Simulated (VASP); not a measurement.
# NiO (Fm-3m) in VASP: single point with PBE+U

Aim: the single point of NiO with PBE+U.

All numbers are computed with VASP 6.6.1; they aren't measurements. Logs are shortened: lines on timing, memory, paths and dates and some standing lists are left out, and cuts for length are marked.

**1. The cell of the first run**

It takes space group Fm-3m (No. 225, cubic). The conventional cell has a = 4.172 Å, b = 4.172 Å, c = 4.172 Å, α = 90.00°, β = 90.00°, γ = 90.00°. Within 2.8 Å of Ni (site symmetry m-3m) lie 6 O at 2.09 Å. Within 2.8 Å of O (site symmetry m-3m) lie 6 Ni at 2.09 Å.

**2. Single point, PBE+U, collinear spin, antiferromagnetic start**

The input, INCAR:

```
ALGO = Normal ; EDIFF = 1E-6
ENCUT = 520 ; GGA = PE
ISIF = 2 ; ISMEAR = 0
ISPIN = 2 ; LASPH = True
LCHARG = False ; LDAU = True
LDAUJ = 0 0 ; LDAUL = 2 -1
LDAUPRINT = 1 ; LDAUTYPE = 2
LDAUU = 6.2 0 ; LMAXMIX = 4
LORBIT = 11 ; LREAL = False
LWAVE = False ; MAGMOM = 2 -2 0 0
NBANDS = 28 ; NELM = 150
PREC = Accurate ; SIGMA = 0.05
```

The input, KPOINTS:

```
k-points
0
Gamma
  5 5 4
```

The input, POSCAR:

```
NiO
1.0
    0.0000000000      2.0859016414     -2.0859016414
    0.0000000000      2.0859016414      2.0859016414
    4.1718032828      0.0000000000      0.0000000000
Ni O
2 2
Direct
    0.0000000000      0.0000000000      0.0000000000
    0.5000000000      0.5000000000      0.5000000000
    0.0000000000      1.0000000000      0.5000000000
    0.5000000000      1.5000000000      1.0000000000
```

Potentials or basis: VASP PAW PBE potentials, release 64 (Ni, O).

Command:

```bash
cat potpaw_PBE.64/Ni/POTCAR potpaw_PBE.64/O/POTCAR > POTCAR
mpirun -np 1 vasp_std > vasp.out
```

OUTCAR:

```text
EDIFF = 1E-6
   ENCUT = 520
   GGA = PE
   ISIF = 2
   ISMEAR = 0
   ISPIN = 2
   LASPH = True
   LORBIT = 11
   LREAL = False
   NELM = 150
   PREC = Accurate

 ion  position               nearest neighbor table
   1  0.000  0.000  0.000-   3 2.09   4 2.09   3 2.09   4 2.09   4 2.09   4 2.09   2 2.95   2 2.95
                             2 2.95   2 2.95   2 2.95   2 2.95   2 2.95   2 2.95
   2  0.500  0.500  0.500-   3 2.09   4 2.09   4 2.09   3 2.09   3 2.09   3 2.09   1 2.95   1 2.95
                             1 2.95   1 2.95   1 2.95   1 2.95   1 2.95   1 2.95
   3  0.000  0.000  0.500-   1 2.09   2 2.09   1 2.09   2 2.09   2 2.09   2 2.09
   4  0.500  0.500  0.000-   1 2.09   2 2.09   2 2.09   1 2.09   1 2.09   1 2.09

  LATTYP: Found a simple tetragonal cell.
 ALAT       =     2.9499103910
 C/A-ratio  =     1.4142135624

  Lattice vectors:

 A1 = (   0.0000000000,   2.0859016414,  -2.0859016414)
 A2 = (   0.0000000000,   2.0859016414,   2.0859016414)
 A3 = (   4.1718032828,   0.0000000000,   0.0000000000)

Analysis of symmetry for initial positions (statically):
=====================================================================
 Subroutine PRICEL returns following result:

  LATTYP: Found a face centered cubic cell.
 ALAT       =     4.1718032828
[... 12 lines left out ...]
 Subroutine GETGRP returns: Found 16 space group operations
 (whereof 16 operations were pure point group operations)
 out of a pool of 16 trial point group operations.

The static configuration has the point symmetry D_4h.

Analysis of symmetry for dynamics (positions and initial velocities):
=====================================================================
 Subroutine PRICEL returns following result:

  LATTYP: Found a face centered cubic cell.
 ALAT       =     4.1718032828
[... 12 lines left out ...]
 Subroutine GETGRP returns: Found 16 space group operations
 (whereof 16 operations were pure point group operations)
 out of a pool of 16 trial point group operations.

The dynamic configuration has the point symmetry D_4h.

Analysis of structural, dynamic, and magnetic symmetry:
=====================================================================
 Subroutine PRICEL returns following result:

  LATTYP: Found a face centered cubic cell.
 ALAT       =     4.1718032828
[... 216 lines left out ...]
  o =  0.9842  v =  0.0000  0.0000  0.0000  0.0000  0.0000  1.0000  0.0000  0.0000  0.0000  0.0000      0.0000  0.0000  0.0000  0.0000  0.0000  0.0000  0.0000  0.0000  0.0000  0.0000
  o =  1.0390  v =  0.0000  0.0000  0.0000  0.0000  0.0000  0.0000  0.0000  0.5000  0.0000 -0.8660      0.0000  0.0000  0.0000  0.0000  0.0000  0.0000  0.0000  0.0000  0.0000  0.0000
  o =  1.0391  v =  0.0000  0.0000  0.0000  0.0000  0.0000  0.0000 -0.0000 -0.8660  0.0000 -0.5000      0.0000  0.0000  0.0000  0.0000  0.0000  0.0000  0.0000  0.0000  0.0000  0.0000

 number of electron      31.9999981 magnetization      -0.0000000

 Free energy of the ion-electron system (eV)
  ---------------------------------------------------
  ext. energy  EPLUGINS =         0.00000000
  ---------------------------------------------------
  free energy    TOTEN  =       -20.30483281 eV

  energy without entropy =      -20.30483281  energy(sigma->0) =      -20.30483281

 E-fermi :   7.1710     XC(G=0): -12.6665

 val. band max:        6.8410658580   @ k =   0.4000   0.0000   0.5000
 cond. band min:       9.5969630376   @ k =   0.0000   0.0000   0.5000
 fundamental gap:      2.7558971796
 Fermi energy:         7.1709701960

 spin component 1

 k-point     1 :       0.0000    0.0000    0.0000
  band No.  band energies     occupation
      1     -11.8875      1.00000
      2     -10.4544      1.00000
      3       0.8335      1.00000
      4       1.2224      1.00000
      5       1.3719      1.00000
      6       1.4372      1.00000
[... 547 lines left out ...]
     27      28.8246      0.00000
     28      29.1649      0.00000
 Fermi energy:         7.1709701960

 spin component 2

 k-point     1 :       0.0000    0.0000    0.0000
  band No.  band energies     occupation
      1     -11.8875      1.00000
      2     -10.4544      1.00000
      3       0.8335      1.00000
      4       1.2224      1.00000
      5       1.3719      1.00000
      6       1.4372      1.00000
[... 547 lines left out ...]
     27      28.8246      0.00000
     28      29.1836      0.00000

------------------------ aborting loop because EDIFF is reached ----------------------------------------

  FORCE on cell =-STRESS in cart. coord.  units (eV):
  Direction    XX          YY          ZZ          XY          YZ          ZX
  --------------------------------------------------------------------------------------
  -------------------------------------------------------------------------------------
  Total        0.7982368      0.8112844      0.8112844      0.0000000      0.0000000      0.0000000
  in kB       35.2290426     35.8048829     35.8048829      0.0000000      0.0000000      0.0000000
  external PRESSURE =      35.6129362 kB  Pullay stress =       0.0000000 kB

 VOLUME and BASIS-vectors are now :
 -----------------------------------------------------------------------------
  energy-cutoff  :      520.00
  volume of cell :       36.30
      direct lattice vectors                 reciprocal lattice vectors
     0.000000000  2.085901641 -2.085901641     0.000000000  0.239704495 -0.239704495
     0.000000000  2.085901641  2.085901641     0.000000000  0.239704495  0.239704495
     4.171803283  0.000000000  0.000000000     0.239704495  0.000000000  0.000000000

 POSITION                                       TOTAL-FORCE (eV/Angst)
 -----------------------------------------------------------------------------------
      0.00000      0.00000      0.00000         0.000000     -0.000000     -0.000000
      2.08590      2.08590      0.00000         0.000000     -0.000000     -0.000000
      2.08590      0.00000      0.00000        -0.000000      0.000000      0.000000
      0.00000      2.08590      0.00000        -0.000000     -0.000000     -0.000000
 -----------------------------------------------------------------------------------
    total drift:                               -0.000000     -0.000000     -0.000000

  FREE ENERGIE OF THE ION-ELECTRON SYSTEM (eV)
  ---------------------------------------------------
  free  energy   TOTEN  =       -20.3048328143 eV

  energy  without entropy=      -20.3048328143  energy(sigma->0) =      -20.30483281

 total charge

# of ion       s       p       d       tot
------------------------------------------
    1        0.346   0.430   8.224   9.000
    2        0.346   0.430   8.224   9.000
    3        1.547   3.488   0.000   5.035
    4        1.547   3.488   0.000   5.035
--------------------------------------------------
tot          3.786   7.835  16.449  28.070

 magnetization (x)

# of ion       s       p       d       tot
------------------------------------------
    1        0.015   0.017   1.806   1.837
    2       -0.015  -0.017  -1.806  -1.837
    3       -0.006  -0.053   0.000  -0.059
    4        0.006   0.053   0.000   0.059
--------------------------------------------------
tot          0.000   0.000   0.000   0.000
```

stdout:

```text
POSCAR found type information on POSCAR NiO
 POSCAR found :  2 types and       4 ions
 scaLAPACK will be used
 LDA part: xc-table for (Slater+PW92), standard interpolation
 POSCAR, INCAR and KPOINTS ok, starting setup
 FFT: planning ... GRIDC
 FFT: planning ... GRID_SOFT
 FFT: planning ... GRID
 WAVECAR not read
 entering main loop
```

Wall time 66 s (1 thread of Intel Xeon 8259CL, shared host); peak memory 0.17 GiB.

Results:

| Item | Value |
| --- | --- |
| Free energy | -20.3048 eV |
| Pressure | 3.6 GPa |
| Band gap on the k mesh | 2.76 eV |
| Net moment | 0.00 μB per cell |
| Site moments | Ni +1.84, -1.84; O -0.06, +0.06 μB |
| Valence electrons inside the program's atomic spheres | Ni 9.00; O 5.04 |

Levels at points of the mesh, in eV from the valence-band top:
Spin up:
| k point | band 12 | band 13 | band 14 | band 15 | band 16 | band 17 | band 18 | band 19 | band 20 | band 21 |
| --- | --- | --- | --- | --- | --- | --- | --- | --- | --- | --- |
| (0.00, 0.00, 0.00) | -2.63 | -2.63 | -1.23 | -1.22 | -1.22 | 2.76 | 2.95 | 3.01 | 7.43 | 11.67 |
| (0.00, 0.00, 0.50) | -2.48 | -1.48 | -1.48 | -1.46 | -1.46 | 2.76 | 3.26 | 6.60 | 7.41 | 13.09 |
Spin down:
```csv
k point,band 14,band 15,band 16,band 17,band 18,band 19
"(0.00, 0.00, 0.00)",-1.23,-1.22,-1.22,2.76,2.95,3.01
"(0.00, 0.00, 0.50)",-1.48,-1.46,-1.46,2.76,3.26,6.60
```

Eigenvalues of the final occupation matrices:
| site | spin | trace | eigenvalues |
| --- | --- | --- | --- |
| site 1 d | 1 | 5.03 | 0.98 0.98 0.98 1.04 1.04 |
| site 1 d | 2 | 3.22 | 0.14 0.14 0.98 0.98 0.98 |
| site 2 d | 1 | 3.22 | 0.14 0.14 0.98 0.98 0.98 |
| site 2 d | 2 | 5.03 | 0.98 0.98 0.98 1.04 1.04 |

Caveat: the k points lie up to 0.43 Å⁻¹ apart.
